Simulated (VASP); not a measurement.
Input of a VASP 6.6.1 run:

File INCAR:

```
ALGO = Normal ; EDIFF = 1E-6
ENCUT = 520 ; GGA = CA
ISIF = 2 ; ISMEAR = -1
LASPH = T ; LCHARG = T
LELF = T ; LREAL = F
LVHAR = T ; LWAVE = F
NBANDS = 26 ; NELM = 80
PREC = Accurate ; SIGMA = 0.05
```

Contents of KPOINTS:

```
k-points
0
Gamma
  12 12 7
```

The input POSCAR:

```
ZnO
1.0
    3.2373510235      0.0000000000      0.0000000000
   -1.6186755117      2.8036282273      0.0000000000
    0.0000000000      0.0000000000      5.2220613000
Zn O
2 2
Direct
    0.6666666700      0.3333333300      0.5005917000
    0.3333333300      0.6666666700      0.0005917000
    0.6666666700      0.3333333300      0.8816332526
    0.3333333300      0.6666666700      0.3797183000
```

Potentials or basis: VASP PAW LDA potentials, release 64 (Zn, O).

Launch:

```bash
$ cat potpaw_LDA.64/Zn/POTCAR potpaw_LDA.64/O/POTCAR > POTCAR
$ mpirun -np 1 vasp_std > vasp.out
```

(1) Estimate the band gap on the k mesh.

(2) What does it give for the largest force?

## Answers

(1) 0.74 eV, direct.

(2) 0.113 eV/Å.
